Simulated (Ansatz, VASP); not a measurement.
## Two plane-wave programs on Ge

```
Ge
1.0
     1.88652    1.08918    1.62896
    -1.88652    1.08918    1.62896
     0.00000   -2.17836    1.62896
Ge
1
Direct
  0.50000 0.50000 0.50000
```

Alike in both runs: task relaxation of cell and atoms; functional PBE; k mesh 24 × 24 × 24; occupations gaussian, width 0.1 eV; no spin polarisation.

```csv
,VASP,Ansatz
version,VASP 6.6.1,Ansatz 0.2.0
potentials or method,"VASP PAW PBE potentials, release 64 (Ge_d), cutoff 600 eV","scalar-relativistic, plane waves, PAW"
valence electrons in the cell,14,14
```

```csv
,VASP,Ansatz,Ansatz less VASP
"gap on the k mesh at the Fermi level, each at its own relaxed structure (eV)",none,none,-
relaxed volume (Å³/atom),19.93,19.93,-0.002
relaxed cell length with the largest relative difference (Å),2.711,2.711,-0.0001
```

A gap of «none» marks a metal or a gap that the smearing closes.
